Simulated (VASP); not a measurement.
# NaCl in VASP: a series of runs, part 2 of 2

VASP 6.6.1. The steps go on from the part before.

## (4) Single point, PBE

This run uses another cell than the first one: it holds 4 atoms, not 2.

Contents of INCAR:

```
SYSTEM = NaCl
ALGO     = Normal         ! electronic algorithm
EDIFF    = 1E-7           ! SCF threshold, eV
ENCUT    = 520            ! plane-wave cutoff, eV
GGA      = PE             ! functional
ISIF     = 2              ! what is computed and relaxed
ISMEAR   = 0              ! smearing method
LASPH    = .TRUE.         ! aspherical terms in the spheres
LCHARG   = .FALSE.        ! write CHGCAR
LREAL    = .FALSE.        ! projectors in reciprocal space
LWAVE    = .FALSE.        ! write WAVECAR
NBANDS   = 22             ! bands
NELM     = 60             ! most SCF steps
PREC     = Accurate       ! precision mode
SIGMA    = 0.1            ! smearing width, eV
```

Contents of KPOINTS:

```
k-points
0
G
  4 4 2
  0 0 0
```

Contents of POSCAR:

```
NaCl
1.0
    0.0000000000      0.0000000000      3.7461906865
    1.9934421799     -3.6391967471      0.0000000000
    5.9803265397      3.6391967471      0.0000000000
Na Cl
2 2
Direct
    0.5000000000      0.2500000000      0.2500000000
    0.5000000000      0.7500000000      0.7500000000
    0.0000000000      0.0000000000      0.0000000000
    0.0000000000      0.5000000000      0.5000000000
```

Potentials or basis: VASP PAW PBE potentials, release 64 (Na_pv, Cl).

Run with:

```sh
$ cat potpaw_PBE.64/Na_pv/POTCAR potpaw_PBE.64/Cl/POTCAR > POTCAR
$ mpirun -np 1 vasp_std > vasp.out
```

OUTCAR:

```text
SYSTEM = NaCl
   EDIFF = 1E-7
   ENCUT = 520
   GGA = PE
   ISIF = 2
   ISMEAR = 0
   LASPH = .TRUE.
   LREAL = .FALSE.
   NELM = 60
   PREC = Accurate

 ion  position               nearest neighbor table
   1  0.500  0.250  0.250-
   2  0.500  0.750  0.750-
   3  0.000  0.000  0.000-
   4  0.000  0.500  0.500-

  LATTYP: Found a simple monoclinic cell.
 ALAT       =     4.1494053416
 B/A-ratio  =     0.9028259180
 C/A-ratio  =     1.6871274330
 COS(beta)  =    -0.0455214650

  Lattice vectors:

 A1 = (   1.9934421799,  -3.6391967471,   0.0000000000)
 A2 = (   0.0000000000,   0.0000000000,  -3.7461906865)
 A3 = (   5.9803265397,   3.6391967471,   0.0000000000)

Analysis of symmetry for initial positions (statically):
=====================================================================
 Subroutine PRICEL returns following result:

  LATTYP: Found a base centered orthorhombic cell.
 ALAT       =     3.9868843598
 B/A-ratio  =     1.8255843003
 C/A-ratio  =     0.9396286294

  Lattice vectors:

 A1 = (   1.9934421799,  -3.6391967471,   0.0000000000)
 A2 = (   1.9934421799,   3.6391967471,   0.0000000000)
 A3 = (   0.0000000000,   0.0000000000,   3.7461906865)

   2 primitive cells build up your supercell.

 Routine SETGRP: Setting up the symmetry group for a
 simple monoclinic supercell.

 Subroutine GETGRP returns: Found  4 space group operations
 (whereof  4 operations were pure point group operations)
 out of a pool of  4 trial point group operations.

The static configuration has the point symmetry C_2h.

Analysis of symmetry for dynamics (positions and initial velocities):
=====================================================================
 Subroutine PRICEL returns following result:

  LATTYP: Found a base centered orthorhombic cell.
 ALAT       =     3.9868843598
 B/A-ratio  =     1.8255843003
 C/A-ratio  =     0.9396286294

  Lattice vectors:

 A1 = (   1.9934421799,  -3.6391967471,   0.0000000000)
 A2 = (   1.9934421799,   3.6391967471,   0.0000000000)
 A3 = (   0.0000000000,   0.0000000000,   3.7461906865)

   2 primitive cells build up your supercell.

 Routine SETGRP: Setting up the symmetry group for a
 simple monoclinic supercell.

 Subroutine GETGRP returns: Found  4 space group operations
 (whereof  4 operations were pure point group operations)
 out of a pool of  4 trial point group operations.

The dynamic configuration has the point symmetry C_2h.

 Subroutine INISYM returns: Found  4 space group operations
 (whereof  4 operations are pure point group operations),
 and found     2 'primitive' translations

----------------------------------------------------------------------------------------

                                     Primitive cell

  volume of cell :      54.3537

  direct lattice vectors                    reciprocal lattice vectors
     1.993442180 -3.639196747  0.000000000     0.250822424 -0.137392956  0.000000000
[... 28 lines left out ...]
     0.062705606  0.034348239  0.000000000     0.000000000 -0.000000000  0.500000000

  Length of vectors
     0.066734457  0.060312119  0.071496815

  Shift w.r.t. Gamma in fractional coordinates (k-lattice)
     0.000000000  0.000000000  0.000000000

 Subroutine IBZKPT returns following result:
 ===========================================

 Found     18 irreducible k-points:

 Following reciprocal coordinates:
            Coordinates               Weight
  0.000000  0.000000  0.000000      1.000000
  0.250000  0.000000  0.000000      2.000000
  0.500000  0.000000  0.000000      1.000000
  0.000000  0.250000  0.000000      2.000000
  0.250000  0.250000  0.000000      4.000000
  0.500000  0.250000  0.000000      2.000000
[... 10 lines left out ...]
  0.250000  0.500000  0.500000      2.000000
  0.500000  0.500000  0.500000      1.000000
   k-points           NKPTS =     18   k-points in BZ     NKDIM =     18   number of bands    NBANDS=     22
   number of dos      NEDOS =    301   number of ions     NIONS =      4
   total plane-waves  NPLWV =  48384
   dimension x,y,z NGX =    28 NGY =   32 NGZ =   54
   dimension x,y,z NGXF=    56 NGYF=   64 NGZF=  108
   ions per type =               2   2
   NGX,Y,Z   is equivalent  to a cutoff of  12.43, 12.82, 12.82 a.u.
   NGXF,Y,Z  is equivalent  to a cutoff of  24.85, 25.64, 25.65 a.u.
 SYSTEM =  NaCl
   PREC   = accura    normal or accurate (medium, high low for compatibility)
   ISTART =      0    job   : 0-new  1-cont  2-samecut
   ICHARG =      2    charge: 1-file 2-atom 10-const
   ISPIN  =      1    spin polarized calculation?
   LNONCOLLINEAR =      F non collinear calculations
   LSORBIT =      F    spin-orbit coupling
   LASPH  =      T    aspherical Exc in radial PAW
   ENCUT  =  520.0 eV  38.22 Ry    6.18 a.u.   6.97  7.72 13.02*2*pi/ulx,y,z
   NELM   =     60;   NELMIN=  2; NELMDL= -5     # of ELM steps
   EDIFF  = 0.1E-06   stopping-criterion for ELM
   LREAL  =      F    real-space projection
   EDIFFG = 0.1E-05   stopping-criterion for IOM
   NSW    =      0    number of steps for IOM
   IBRION =     -1    ionic relax: 0-MD 1-quasi-New 2-CG
   NFREE  =      0    steps in history (QN), initial steepest desc. (CG)
   ISIF   =      2    stress and relaxation
   ISYM   =      2    0-nonsym 1-usesym 2-fastsym
   POTIM  = 0.5000    time-step for ionic-motion
   TEBEG  =    0.0;   TEEND  =   0.0 temperature during run
   PSTRESS=    0.0 pullay stress
   NELECT =      28.0000    total number of electrons
   NUPDOWN=      -1.0000    fix difference up-down
   EMIN   =  10.00;   EMAX   =-10.00  energy-range for DOS
   EFERMI =   0.00;   METHOD = LEGACY
   ISMEAR =     0;   SIGMA  =   0.10  broadening in eV -4-tet -1-fermi 0-gaus
   EFERMI_NEDOS =   21; number of points for ismear=-14 and -15
   IALGO  =     38    algorithm
   IMIX   =      4    mixing-type and parameters
     AMIX     =   0.40;   BMIX     =  1.00
     AMIX_MAG =   1.60;   BMIX_MAG =  1.00
  volume/ion in A,a.u.               =      27.18       183.40
  Fermi-wavevector in a.u.,A,eV,Ry     =   1.041616  1.968370 14.761842  1.084965
  Thomas-Fermi vector in A             =   2.176245
   LORBIT       =      0    0 simple, 1 ext, 2 COOP (PROOUT), +10 PAW based schemes
   GGA     = PE    functional components
   LHFCALC =     F    Hartree Fock is set to
   AEXX    =    0.0000 exact exchange contribution
   IVDW    =     0    specifies the selected vdW correction
   LEPSILON=     F    determine dielectric tensor
   LRPA    =     F    only Hartree local field effects (RPA)
 non-spin polarized calculation
 Gauss-broadening in eV      SIGMA  =   0.10
  energy-cutoff  :      520.00
  volume of cell :      108.71
 maximum number of plane-waves:      2960
 NGX is ok and might be reduce to    28

 number of electron      27.9999998 magnetization

 Free energy of the ion-electron system (eV)
  ---------------------------------------------------
  ext. energy  EPLUGINS =         0.00000000
  ---------------------------------------------------
  free energy    TOTEN  =       -13.02152482 eV

  energy without entropy =      -13.02152482  energy(sigma->0) =      -13.02152482

 E-fermi :  -0.9112     XC(G=0):  -7.2657

 val. band max:       -1.3695286851   @ k =   0.5000   0.0000   0.0000
 cond. band min:       2.7788700791   @ k =   0.0000   0.0000   0.0000
 fundamental gap:      4.1483987642
 Fermi energy:        -0.9112108278

 k-point     1 :       0.0000    0.0000    0.0000
  band No.  band energies     occupation
      1     -22.9117      2.00000
      2     -22.9085      2.00000
      3     -22.8492      2.00000
      4     -22.8306      2.00000
      5     -22.8292      2.00000
      6     -22.8282      2.00000
[... 439 lines left out ...]
     21       9.3496      0.00000
     22      10.0136      0.00000

------------------------ aborting loop because EDIFF is reached ----------------------------------------

  FORCE on cell =-STRESS in cart. coord.  units (eV):
  Direction    XX          YY          ZZ          XY          YZ          ZX
  --------------------------------------------------------------------------------------
  -------------------------------------------------------------------------------------
  Total       -0.0071294     -0.0208045      0.0088697     -0.0016559      0.0000000      0.0000000
  in kB       -0.1050762     -0.3066254      0.1307258     -0.0244061      0.0000000      0.0000000
  external PRESSURE =      -0.0936586 kB  Pullay stress =       0.0000000 kB

 VOLUME and BASIS-vectors are now :
 -----------------------------------------------------------------------------
  energy-cutoff  :      520.00
  volume of cell :      108.71
      direct lattice vectors                 reciprocal lattice vectors
     0.000000000  0.000000000  3.746190686     0.000000000  0.000000000  0.266937827
     1.993442180 -3.639196747  0.000000000     0.125411212 -0.206089435  0.000000000
     5.980326540  3.639196747  0.000000000     0.125411212  0.068696478  0.000000000

 POSITION                                       TOTAL-FORCE (eV/Angst)
 -----------------------------------------------------------------------------------
      1.99344      0.00000      1.87310        -0.000000      0.000000     -0.000000
      5.98033      0.00000      1.87310         0.000000     -0.000000     -0.000000
      0.00000      0.00000      0.00000         0.000000      0.000000      0.000000
      3.98688      0.00000      0.00000         0.000000      0.000000      0.000000
 -----------------------------------------------------------------------------------
    total drift:                                0.000000     -0.000000      0.000000

  FREE ENERGIE OF THE ION-ELECTRON SYSTEM (eV)
  ---------------------------------------------------
  free  energy   TOTEN  =       -13.0215248191 eV

  energy  without entropy=      -13.0215248191  energy(sigma->0) =      -13.02152482
```

Wall time 28 s (1 thread of Intel Xeon 6975P-C, shared host); peak memory 0.21 GiB.

Results:

```
Free energy            : -13.0215 eV
Pressure               : 0.0 GPa
Band gap on the k mesh : 4.15 eV
```

Caveat: the k points lie up to 0.45 Å⁻¹ apart.

## (5) Relaxation of cell and atoms, PBE

This run uses another cell than the first one, of 27.18 Å³/atom, 1.226 times its volume.

Contents of INCAR:

```
PREC = Accurate
ENCUT = 600
EDIFF = 1E-6
ISMEAR = 0
SIGMA = 0.02
LREAL = F
LASPH = T
NELM = 60
ALGO = Normal
ISIF = 3
LWAVE = F
LCHARG = F
GGA = PE
IBRION = 2
NSW = 100
EDIFFG = -0.01
```

Contents of KPOINTS:

```
regular mesh
0
Gamma
  6 6 6
```

Contents of POSCAR:

```
NaCl
1.0
    1.9934421799     -3.6391967471      0.0000000000
    1.9934421799      3.6391967471      0.0000000000
    0.0000000000      0.0000000000      3.7461906865
Na Cl
1 1
Direct
    0.5000000000      0.5000000000      0.5000000000
    0.0000000000      0.0000000000      0.0000000000
```

Run with:

```sh
$ cat potpaw_PBE.64/Na_pv/POTCAR potpaw_PBE.64/Cl/POTCAR > POTCAR
$ mpirun -np 1 vasp_std > vasp.out
```

Wall time 28 s (1 thread of Intel Xeon 6975P-C, shared host); peak memory 0.2 GiB.

It converged, with:

```
Free energy             : -6.5125 eV
Pressure after relaxing : 0.0 GPa
Band gap on the k mesh  : 4.15 eV, indirect (least direct gap 4.32 eV)
```

Final structure:
```
Na Cl
1.0
     1.99344   -3.63920    0.00000
     1.99344    3.63920    0.00000
     0.00000    0.00000    3.74619
Na Cl
1 1
Direct
  0.50000 0.50000 0.50000
  0.00000 0.00000 0.00000
```

Levels at points of the mesh, in eV from the valence-band top:
```
           k point  band 4  band 5  band 6  band 7  band 8  band 9  band 10  band 11
(0.00, 0.00, 0.00)  -12.68   -0.45   -0.32   -0.17    4.15    8.95    10.84    11.06
(0.50, 0.00, 0.00)  -12.46   -1.90   -0.53   -0.23    6.54    8.46     9.53    11.94
(0.50, 0.50, 0.00)  -12.54   -1.47   -0.66   -0.18    6.88    7.87     9.10    12.02
(0.00, 0.00, 0.50)  -12.45   -2.05   -0.38    0.00    7.17    7.61    11.80    12.00
(0.50, 0.00, 0.50)  -12.34   -1.53   -1.43   -0.27    6.59    8.86     9.83    10.62
(0.50, 0.50, 0.50)  -12.33   -1.67   -1.06   -0.56    6.11    8.58    10.72    11.38
```

Caveat: the relaxation stopped at its first step, so nothing moved. As with any semilocal functional, this PBE gap is likely too small.

## (6) Relaxation of cell and atoms, PBE

This run uses another cell than the first one: it holds 4 atoms, not 2.

Contents of INCAR:

```
ALGO = Normal
EDIFF = 1E-7
EDIFFG = -0.025
ENCUT = 600
GGA = PE
IBRION = 2
ISIF = 3
ISMEAR = 0
LASPH = True
LCHARG = False
LREAL = False
LWAVE = False
NELM = 60
NSW = 80
PREC = Accurate
SIGMA = 0.1
```

Contents of KPOINTS:

```
k-points
0
Gamma
  4 4 2
```

Contents of POSCAR:

```
NaCl
1.0
   -0.0583354613     -0.0449804053      3.7324115277
    1.9030139397     -3.6039471601      0.0126539676
    5.7978745384      3.6526070436     -0.1368210257
Na Cl
2 2
Direct
    0.5098416600      0.2486475009      0.2485339834
    0.4971745324      0.7545432282      0.7544306734
   -0.0070372981     -0.0052689306      0.0013744156
    0.0000211058      0.5020782014      0.4956609277
```

Potentials or basis: VASP PAW PBE potentials, release 64 (Na_pv, Cl).

Run with:

```sh
$ cat potpaw_PBE.64/Na_pv/POTCAR potpaw_PBE.64/Cl/POTCAR > POTCAR
$ mpirun -np 1 vasp_std > vasp.out
```

Run time: 22 min. Hardware: 1 thread of Intel Xeon 6975P-C, shared host; peak memory 0.25 GiB.

Results (log left out):

```
Free energy                            : -13.5472 eV
Relaxed volume                         : 23.12 Å³/atom
Relaxed cell                           : a = 4.025 Å, b = 4.023 Å, c = 6.985 Å, α = 89.84°, β = 106.80°, γ = 60.20°
Space group after relaxing (to 0.05 Å) : Fm-3m (No. 225)
Energy gained by relaxing              : 142.6 meV/atom
Ionic steps                            : 44
Pressure after relaxing                : -0.1 GPa
Largest force after relaxing           : 0.019 eV/Å
Band gap on the k mesh                 : 4.98 eV
```

Forces in eV/Å, atoms in the order of the input:
```
Na  -0.004 -0.002 -0.007
Na   0.007  0.000 -0.002
Cl   0.010 -0.004 -0.005
Cl  -0.013  0.005  0.013
```

Step by step:
```tsv
step	energy change (eV)	largest force (eV/Å)	pressure (GPa)	volume (Å³)
1	0.0000	0.1885	1.35	103.89
3	-0.0399	0.0782	-0.23	109.57
5	-0.0437	0.0625	-0.11	109.10
7	-0.0481	0.0234	0.01	108.75
9	-0.0619	0.1116	-0.21	109.23
11	-0.1300	0.5679	-0.81	109.08
13	-0.1288	0.6757	-0.83	108.74
15	-0.1321	0.7121	-0.85	108.54
17	-0.1337	0.7210	-0.88	108.57
19	-0.1387	0.7566	-0.97	108.66
21	-0.1459	0.7975	-1.07	108.58
23	-0.1826	0.7463	-1.10	107.57
25	-0.3019	0.5593	-1.05	103.20
27	-0.3416	0.4444	-0.79	99.85
29	-0.4562	0.3042	-0.15	95.21
31	-0.5014	0.2473	0.86	90.78
33	-0.5219	0.1952	0.35	92.37
35	-0.5367	0.1449	-0.24	94.27
37	-0.5279	0.2451	0.91	89.90
39	-0.5604	0.1011	0.03	92.44
41	-0.5671	0.0745	-0.07	92.64
43	-0.5700	0.0359	0.11	91.85
44	-0.5704	0.0192	-0.06	92.49
```

Final structure:
```
CELL_PARAMETERS angstrom
-0.03319 -1.08239 3.87629
2.04031 -3.25965 1.18330
6.02957 3.34663 -1.10980
ATOMIC_POSITIONS crystal
Na 0.50097 0.25001 0.25023
Na 0.50017 0.74939 0.74978
Cl 0.00172 0.99801 0.99977
Cl 0.99713 0.50260 0.50023
```

Levels at points of the mesh, in eV from the valence-band top:
| k point | band 12 | band 13 | band 14 | band 15 | band 16 | band 17 |
| --- | --- | --- | --- | --- | --- | --- |
| (0.00, 0.00, 0.00) | -0.01 | -0.01 | 0.00 | 4.98 | 7.21 | 10.36 |
| (0.50, 0.00, 0.00) | -0.57 | -0.26 | -0.25 | 7.21 | 7.43 | 8.10 |
| (0.00, 0.50, 0.00) | -0.72 | -0.42 | -0.41 | 8.08 | 8.10 | 9.10 |
| (0.50, 0.50, 0.00) | -0.73 | -0.43 | -0.43 | 8.06 | 8.07 | 9.16 |
| (0.00, 0.00, 0.50) | -0.14 | -0.13 | -0.12 | 6.43 | 6.44 | 9.92 |
| (0.50, 0.00, 0.50) | -0.72 | -0.42 | -0.41 | 8.07 | 8.09 | 9.12 |
| (0.00, 0.50, 0.50) | -0.57 | -0.25 | -0.25 | 7.21 | 7.43 | 8.09 |
| (0.50, 0.50, 0.50) | -0.57 | -0.26 | -0.26 | 7.20 | 7.43 | 8.09 |

Caveat: the k points lie up to 0.48 Å⁻¹ apart in the final cell.

## (7) The runs side by side

| task | cell | k mesh | cutoff (eV) | smearing | gap on the mesh (eV) | pressure (GPa) |
| --- | --- | --- | --- | --- | --- | --- |
| single point | a = 3.105, b = 3.105, c = 4.959 Å, angles 90.0, 90.0, 112.0°, 2 atoms | 6 × 6 × 4 | 520 | gaussian 0.1 eV | none | 2.4 |
| single point | a = 4.149, b = 4.149, c = 3.746 Å, angles 90.0, 90.0, 122.6°, 2 atoms | 6 × 6 × 6 | 520 | gaussian 0.02 eV | 4.15 | 0.0 |
| single point | a = 3.746, b = 4.149, c = 7.001 Å, angles 92.6, 90.0, 90.0°, 4 atoms | 4 × 4 × 2 | 520 | gaussian 0.1 eV | 4.15 | 0.0 |
| relaxation of cell and atoms | relaxed from a = 4.149, b = 4.149, c = 3.746 Å, angles 90.0, 90.0, 122.6°, 2 atoms | 6 × 6 × 6 | 600 | gaussian 0.02 eV | 4.15 | 0.0 |
| relaxation of cell and atoms | relaxed from a = 3.733, b = 4.076, c = 6.854 Å, angles 94.4, 92.3, 89.6°, 4 atoms | 4 × 4 × 2 | 600 | gaussian 0.1 eV | 4.98 | -0.1 |

Alike in all rows: level PBE; potentials or basis VASP PAW PBE potentials, release 64 (Na_pv, Cl); no spin polarisation.

Caveats: some runs use coarse meshes; the relaxation stopped at its first step, so nothing moved (some runs).

Total energies depend on the potentials used, so only differences within one code and one set of settings carry meaning.
